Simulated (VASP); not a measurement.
Wanted: the native input for a VASP 6.6.1 run.

```yaml
Task: single point
Functional: PBE
Potentials_or_basis: VASP PAW PBE potentials, release 64 (Ga_d, P)
Cutoff: 520 eV
k_mesh: 8 × 8 × 8
Occupations: gaussian, width 0.05 eV
Spin: no spin polarisation
Dipole_correction: no
Further_INCAR_settings: ALGO = Normal; EDIFF = 1e-06; NBANDS = 16
```

The structure of GaP lies in POSCAR:

```
GaP
1.0
    0.0000000000      2.7525368124      2.6837233921
    2.7525368124      0.0000000000      2.6837233921
    2.7525368124      2.7525368124      0.0000000000
Ga P
1 1
Direct
    0.0000000000      0.0000000000      0.0000000000
    0.7500000000      0.7500000000      0.7500000000
```

This cell differs from its parent crystal: strain +0.000 along x and y, -0.025 along z.

One way to write it, as run:

INCAR

```
SYSTEM = GaP
PREC     = Accurate       ! precision mode
ENCUT    = 520            ! plane-wave cutoff, eV
EDIFF    = 1E-6           ! SCF threshold, eV
ISMEAR   = 0              ! smearing method
SIGMA    = 0.05           ! smearing width, eV
LREAL    = .FALSE.        ! projectors in reciprocal space
LASPH    = .TRUE.         ! aspherical terms in the spheres
NELM     = 60             ! most SCF steps
ALGO     = Normal         ! electronic algorithm
ISIF     = 2              ! what is computed and relaxed
LWAVE    = .FALSE.        ! write WAVECAR
LCHARG   = .FALSE.        ! write CHGCAR
GGA      = PE             ! functional
NBANDS   = 16             ! bands
```

KPOINTS

```
Automatic mesh
0
G
  8 8 8
  0 0 0
```

Potentials or basis: VASP PAW PBE potentials, release 64 (Ga_d, P).

Launch:

```console
$ cat potpaw_PBE.64/Ga_d/POTCAR potpaw_PBE.64/P/POTCAR > POTCAR
$ mpirun -np 1 vasp_std > vasp.out
```

Results of the run:

| Property | Result |
| --- | --- |
| Pressure | 2.0 GPa |
| Band gap on the k mesh | 1.41 eV, indirect (least direct gap 1.69 eV) |

Caveat: the cell differs from its parent crystal (strain +0.000 along x and y, -0.025 along z).

Wall time 88 s on 1 thread of AMD EPYC 7R43 64-Core Processor (Zen 3), on a shared host, peak memory 0.15 GiB.
